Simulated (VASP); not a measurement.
# NaCl in VASP: further runs, part 2 of 2

VASP 6.6.1.

**4. Single point, PBE**

This run uses another cell than the first one: it holds 4 atoms, not 2.

INCAR reads:

```
ALGO = Normal
EDIFF = 1E-6
ENCUT = 520
GGA = PE
ISIF = 2
ISMEAR = 0
LASPH = True
LCHARG = False
LREAL = False
LWAVE = False
NBANDS = 22
NELM = 100
PREC = Accurate
SIGMA = 0.1
```

KPOINTS reads:

```
k-points
0
Gamma
  4 4 2
```

POSCAR reads:

```
NaCl
1.0
    0.0050742023     -1.1452730565      3.8578962863
    2.0244630616     -3.2980494560      1.1134163278
    6.0392617717      3.3129956846     -1.1200081048
Na Cl
2 2
Direct
    0.5000296519      0.2499869667      0.2499972956
    0.4999602595      0.7500670995      0.7499922314
   -0.0000537923     -0.0000031810      0.0000087422
    0.0000638810      0.4999491147      0.5000017309
```

Started as:

```bash
> cat potpaw_PBE.64/Na_pv/POTCAR potpaw_PBE.64/Cl/POTCAR > POTCAR
> mpirun -np 1 vasp_std > vasp.out
```

It took 36 s on 1 thread of Intel Xeon 6975P-C, shared host; peak memory 0.21 GiB.

It converged, with:

```
Free energy            : -13.5537 eV
Pressure               : 0.0 GPa
Band gap on the k mesh : 4.99 eV
```

Levels at points of the mesh, in eV from the valence-band top:
```tsv
k point	band 11	band 12	band 13	band 14	band 15	band 16	band 17	band 18
(0.00, 0.00, 0.00)	-0.25	-0.01	-0.01	0.00	4.99	7.22	10.37	10.89
(0.50, 0.00, 0.00)	-0.57	-0.57	-0.25	-0.25	7.21	7.44	8.10	10.38
(0.00, 0.50, 0.00)	-0.73	-0.73	-0.41	-0.41	8.09	8.09	9.15	9.15
(0.50, 0.50, 0.00)	-0.73	-0.73	-0.42	-0.42	8.08	8.08	9.16	9.16
(0.00, 0.00, 0.50)	-0.13	-0.13	-0.13	-0.13	6.45	6.45	9.93	9.93
(0.50, 0.00, 0.50)	-0.73	-0.73	-0.42	-0.42	8.08	8.08	9.16	9.16
(0.00, 0.50, 0.50)	-0.58	-0.57	-0.25	-0.25	7.22	7.44	8.10	10.37
(0.50, 0.50, 0.50)	-0.57	-0.57	-0.26	-0.25	7.21	7.44	8.10	10.39
```

Caveat: the k points lie up to 0.48 Å⁻¹ apart.

**5. Relaxation of cell and atoms, PBE**

INCAR reads:

```
SYSTEM = NaCl
ALGO = Normal ; EDIFF = 1E-6
EDIFFG = -0.01 ; ENCUT = 600
GGA = PE ; IBRION = 2
ISIF = 3 ; ISMEAR = 0
LASPH = .True. ; LCHARG = .False.
LREAL = .False. ; LWAVE = .False.
NELM = 80 ; NSW = 100
PREC = Accurate ; SIGMA = 0.02
```

KPOINTS reads:

```
k-points
0
Gamma
  8 8 8
  0 0 0
```

POSCAR reads:

```
NaCl
1.0
    0.0000000000      2.8481696037      2.8481696037
    2.8481696037      0.0000000000      2.8481696037
    2.8481696037      2.8481696037      0.0000000000
Na Cl
1 1
Direct
    0.5000000000      0.5000000000      0.5000000000
    0.0000000000      0.0000000000      0.0000000000
```

Potentials or basis: VASP PAW PBE potentials, release 64 (Na_pv, Cl).

Started as:

```bash
> cat potpaw_PBE.64/Na_pv/POTCAR potpaw_PBE.64/Cl/POTCAR > POTCAR
> mpirun -np 1 vasp_std > vasp.out
```

OUTCAR:

```text
SYSTEM = NaCl
   EDIFF = 1E-6
   EDIFFG = -0.01
   ENCUT = 600
   GGA = PE
   IBRION = 2
   ISIF = 3
   ISMEAR = 0
   LASPH = .True.
   LREAL = .False.
   NELM = 80
   NSW = 100
   PREC = Accurate

 ion  position               nearest neighbor table
   1  0.500  0.500  0.500-
   2  0.000  0.000  0.000-

  LATTYP: Found a face centered cubic cell.
 ALAT       =     5.6963392074

  Lattice vectors:

 A1 = (   0.0000000000,   2.8481696037,   2.8481696037)
 A2 = (   2.8481696037,   0.0000000000,   2.8481696037)
 A3 = (   2.8481696037,   2.8481696037,   0.0000000000)

Analysis of symmetry for initial positions (statically):
=====================================================================
 Subroutine PRICEL returns:
 Original cell was already a primitive cell.

 Routine SETGRP: Setting up the symmetry group for a
 face centered cubic supercell.

 Subroutine GETGRP returns: Found 48 space group operations
 (whereof 48 operations were pure point group operations)
 out of a pool of 48 trial point group operations.

The static configuration has the point symmetry O_h .

Analysis of symmetry for dynamics (positions and initial velocities):
=====================================================================
 Subroutine PRICEL returns:
 Original cell was already a primitive cell.

 Routine SETGRP: Setting up the symmetry group for a
 face centered cubic supercell.

 Subroutine GETGRP returns: Found 48 space group operations
 (whereof 48 operations were pure point group operations)
 out of a pool of 48 trial point group operations.

The dynamic configuration has the point symmetry O_h .

 Subroutine INISYM returns: Found 48 space group operations
 (whereof 48 operations are pure point group operations),
 and found     1 'primitive' translations

----------------------------------------------------------------------------------------

                                     Primitive cell

  volume of cell :      46.2091

  direct lattice vectors                    reciprocal lattice vectors
     0.000000000  2.848169604  2.848169604    -0.175551343  0.175551343  0.175551343
     2.848169604  0.000000000  2.848169604     0.175551343 -0.175551343  0.175551343
     2.848169604  2.848169604  0.000000000     0.175551343  0.175551343 -0.175551343

  length of vectors
     4.027920081  4.027920081  4.027920081     0.304063846  0.304063846  0.304063846

  position of ions in fractional coordinates (direct lattice)
     0.500000000  0.500000000  0.500000000
     0.000000000  0.000000000  0.000000000

  ion indices of the primitive-cell ions
   primitive index   ion index
                 1           1
                 2           2

----------------------------------------------------------------------------------------

 KPOINTS: k-points

Automatic generation of k-mesh.
 Grid dimensions read from file:
 generate k-points for:    8    8    8

 Generating k-lattice:

  Cartesian coordinates                     Fractional coordinates (reciprocal lattice)
    -0.021943918  0.021943918  0.021943918     0.125000000  0.000000000  0.000000000
     0.021943918 -0.021943918  0.021943918     0.000000000  0.125000000  0.000000000
     0.021943918  0.021943918 -0.021943918     0.000000000  0.000000000  0.125000000

  Length of vectors
     0.038007981  0.038007981  0.038007981

  Shift w.r.t. Gamma in fractional coordinates (k-lattice)
     0.000000000  0.000000000  0.000000000

 Subroutine IBZKPT returns following result:
 ===========================================

 Found     29 irreducible k-points:

 Following reciprocal coordinates:
            Coordinates               Weight
  0.000000  0.000000  0.000000      1.000000
  0.125000  0.000000  0.000000      8.000000
  0.250000  0.000000  0.000000      8.000000
  0.375000  0.000000  0.000000      8.000000
  0.500000  0.000000  0.000000      4.000000
  0.125000  0.125000  0.000000      6.000000
[... 16 lines left out ...]
  0.500000  0.250000  0.125000     48.000000
 -0.375000  0.250000  0.125000     24.000000
 [... further k-points ...]
   k-points           NKPTS =     29   k-points in BZ     NKDIM =     29   number of bands    NBANDS=     11
   number of dos      NEDOS =    301   number of ions     NIONS =      2
   total plane-waves  NPLWV =  32768
   dimension x,y,z NGX =    32 NGY =   32 NGZ =   32
   dimension x,y,z NGXF=    64 NGYF=   64 NGZF=   64
   ions per type =               1   1
   NGX,Y,Z   is equivalent  to a cutoff of  13.21, 13.21, 13.21 a.u.
   NGXF,Y,Z  is equivalent  to a cutoff of  26.41, 26.41, 26.41 a.u.
 SYSTEM =  NaCl
   PREC   = accura    normal or accurate (medium, high low for compatibility)
   ISTART =      0    job   : 0-new  1-cont  2-samecut
   ICHARG =      2    charge: 1-file 2-atom 10-const
   ISPIN  =      1    spin polarized calculation?
   LNONCOLLINEAR =      F non collinear calculations
   LSORBIT =      F    spin-orbit coupling
   LASPH  =      T    aspherical Exc in radial PAW
   ENCUT  =  600.0 eV  44.10 Ry    6.64 a.u.   8.04  8.04  8.04*2*pi/ulx,y,z
   NELM   =     80;   NELMIN=  2; NELMDL= -5     # of ELM steps
   EDIFF  = 0.1E-05   stopping-criterion for ELM
   LREAL  =      F    real-space projection
   EDIFFG = -.1E-01   stopping-criterion for IOM
   NSW    =    100    number of steps for IOM
   IBRION =      2    ionic relax: 0-MD 1-quasi-New 2-CG
   NFREE  =      1    steps in history (QN), initial steepest desc. (CG)
   ISIF   =      3    stress and relaxation
   ISYM   =      2    0-nonsym 1-usesym 2-fastsym
   POTIM  = 0.5000    time-step for ionic-motion
   TEBEG  =    0.0;   TEEND  =   0.0 temperature during run
   PSTRESS=    0.0 pullay stress
   NELECT =      14.0000    total number of electrons
   NUPDOWN=      -1.0000    fix difference up-down
   EMIN   =  10.00;   EMAX   =-10.00  energy-range for DOS
   EFERMI =   0.00;   METHOD = LEGACY
   ISMEAR =     0;   SIGMA  =   0.02  broadening in eV -4-tet -1-fermi 0-gaus
   EFERMI_NEDOS =   21; number of points for ismear=-14 and -15
   IALGO  =     38    algorithm
   IMIX   =      4    mixing-type and parameters
     AMIX     =   0.40;   BMIX     =  1.00
     AMIX_MAG =   1.60;   BMIX_MAG =  1.00
  volume/ion in A,a.u.               =      23.10       155.92
  Fermi-wavevector in a.u.,A,eV,Ry     =   1.099533  2.077816 16.449079  1.208973
  Thomas-Fermi vector in A             =   2.235929
   LORBIT       =      0    0 simple, 1 ext, 2 COOP (PROOUT), +10 PAW based schemes
   GGA     = PE    functional components
   LHFCALC =     F    Hartree Fock is set to
   AEXX    =    0.0000 exact exchange contribution
   IVDW    =     0    specifies the selected vdW correction
   LEPSILON=     F    determine dielectric tensor
   LRPA    =     F    only Hartree local field effects (RPA)
 conjugate gradient relaxation of ions
 non-spin polarized calculation
 Gauss-broadening in eV      SIGMA  =   0.02
  energy-cutoff  :      600.00
  volume of cell :       46.21
 maximum number of plane-waves:      1572
   NGX = 17   NGY = 17   NGZ = 17

 number of electron      13.9999997 magnetization

 Free energy of the ion-electron system (eV)
  ---------------------------------------------------
  ext. energy  EPLUGINS =         0.00000000
  ---------------------------------------------------
  free energy    TOTEN  =        -6.77820009 eV

  energy without entropy =       -6.77820009  energy(sigma->0) =       -6.77820009

 E-fermi :  -0.8181     XC(G=0):  -8.0397

 val. band max:       -0.9006397549   @ k =   0.0000   0.0000   0.0000
 cond. band min:       4.0938971978   @ k =   0.0000   0.0000   0.0000
 fundamental gap:      4.9945369527
 Fermi energy:        -0.8181022845

 k-point     1 :       0.0000    0.0000    0.0000
  band No.  band energies     occupation
      1     -21.7782      2.00000
      2     -21.7782      2.00000
      3     -21.7782      2.00000
      4     -13.4937      2.00000
      5      -0.9006      2.00000
      6      -0.9006      2.00000
      7      -0.9006      2.00000
      8       4.0939      0.00000
      9      10.1876      0.00000
     10      10.1876      0.00000
     11      10.1876      0.00000
[... 309 lines left out ...]
 k-point    24 :      -0.3750    0.2500    0.1250
  band No.  band energies     occupation
      1     -21.7985      2.00000
      2     -21.7853      2.00000
      3     -21.7820      2.00000
      4     -13.1560      2.00000
      5      -2.4732      2.00000
      6      -1.6225      2.00000
      7      -1.2890      2.00000
      8       7.3519      0.00000
      9       8.5054      0.00000
     10       9.2438      0.00000
     11      10.7207      0.00000

 [... further k-points ...]
[... 5 lines left out ...]
  --------------------------------------------------------------------------------------
  -------------------------------------------------------------------------------------
  Total       -0.0003496     -0.0003496     -0.0003496      0.0000000     -0.0000000      0.0000000
  in kB       -0.0121228     -0.0121228     -0.0121228      0.0000000     -0.0000000      0.0000000
  external PRESSURE =      -0.0121228 kB  Pullay stress =       0.0000000 kB

 VOLUME and BASIS-vectors are now :
 -----------------------------------------------------------------------------
  energy-cutoff  :      600.00
  volume of cell :       46.21
      direct lattice vectors                 reciprocal lattice vectors
     0.000000000  2.848169604  2.848169604    -0.175551343  0.175551343  0.175551343
     2.848169604  0.000000000  2.848169604     0.175551343 -0.175551343  0.175551343
     2.848169604  2.848169604  0.000000000     0.175551343  0.175551343 -0.175551343

 POSITION                                       TOTAL-FORCE (eV/Angst)
 -----------------------------------------------------------------------------------
      2.84817      2.84817      2.84817         0.000000      0.000000      0.000000
      0.00000      0.00000      0.00000         0.000000      0.000000      0.000000
 -----------------------------------------------------------------------------------
    total drift:                                0.000000     -0.000000      0.000000

  FREE ENERGIE OF THE ION-ELECTRON SYSTEM (eV)
  ---------------------------------------------------
  free  energy   TOTEN  =        -6.7782000925 eV

  energy  without entropy=       -6.7782000925  energy(sigma->0) =       -6.77820009

 reached required accuracy - stopping structural energy minimisation
```

Wall time 10 s (1 thread of Intel Xeon 6975P-C, shared host); peak memory 0.17 GiB.

Results:

```
Free energy             : -6.7782 eV
Pressure after relaxing : 0.0 GPa
Band gap on the k mesh  : 4.99 eV, direct
```

Final structure:
```cif
data_structure
_symmetry_space_group_name_H-M 'P 1'
_symmetry_Int_Tables_number 1
_cell_length_a 4.0279
_cell_length_b 4.0279
_cell_length_c 4.0279
_cell_angle_alpha 60.000
_cell_angle_beta 60.000
_cell_angle_gamma 60.000
_cell_volume 46.21
loop_
_atom_site_label
_atom_site_type_symbol
_atom_site_fract_x
_atom_site_fract_y
_atom_site_fract_z
_atom_site_occupancy
Na1 Na 0.50000 0.50000 0.50000 1
Cl1 Cl 0.00000 0.00000 0.00000 1
```

Caveat: the relaxation stopped at its first step, so nothing moved.

**6. Overview**

| task | cell | k mesh | cutoff (eV) | smearing | gap on the mesh (eV) | pressure (GPa) |
| --- | --- | --- | --- | --- | --- | --- |
| single point | a = 4.028 Å, angles 60.0°, 2 atoms | 6 × 6 × 6 | 520 | gaussian 0.1 eV | 4.99 | 0.0 |
| single point | a = 4.028 Å, angles 60.0°, 2 atoms | 8 × 8 × 8 | 520 | gaussian 0.02 eV | 4.99 | 0.0 |
| single point | a = 4.024, b = 4.027, c = 6.979 Å, angles 89.9, 106.7, 60.1°, 4 atoms | 4 × 4 × 2 | 520 | gaussian 0.1 eV | 4.99 | 0.0 |
| relaxation of cell and atoms | relaxed from a = 4.028 Å, angles 60.0°, 2 atoms | 8 × 8 × 8 | 600 | gaussian 0.02 eV | 4.99 | 0.0 |

Alike in all rows: level PBE; potentials or basis VASP PAW PBE potentials, release 64 (Na_pv, Cl); no spin polarisation.

Caveats: some runs use coarse meshes; the relaxation stopped at its first step, so nothing moved (some runs).

Total energies depend on the potentials used, so only differences within one code and one set of settings carry meaning.
